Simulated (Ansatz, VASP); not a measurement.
**One calculation of CdS, two programs**

```xyz
2
Lattice="0.0000 2.9392 2.9392 2.9084 0.0000 2.9392 2.9084 2.9392 0.0000" Properties=species:S:1:pos:R:3 pbc="T T T"
Cd    0.0000    0.0000    0.0000
S     1.4542    1.4696    1.4696
```

Change from the starting cell: uniaxial_x strain -1.1%.

Alike in both runs: task single point; functional PBE; k mesh 8 × 8 × 8; occupations fermi-dirac, width 0.02 eV; no spin polarisation.

|  | VASP | Ansatz |
| --- | --- | --- |
| version | VASP 6.6.1 | Ansatz 0.2.0 |
| potentials or method | VASP PAW PBE potentials, release 64 (Cd_sv_GW, S) | plane waves, PAW |
| plane-wave cutoff (eV) | 630 | 420 |
| valence electrons in the cell | 26 | 26 |

Ansatz gave:

* gap on the k mesh at the Fermi level (eV): 1.10
* pressure (GPa): 2.0
* traceless stress, the component that is largest in VASP (GPa): 0.12

Task: Estimate VASP's values.

Result: gap on the k mesh at the Fermi level (eV): 1.10; pressure (GPa): 1.9; traceless stress, the component that is largest in VASP (GPa): 0.12.

The functional is the same, so the differences come from potentials, cutoffs and numerics.
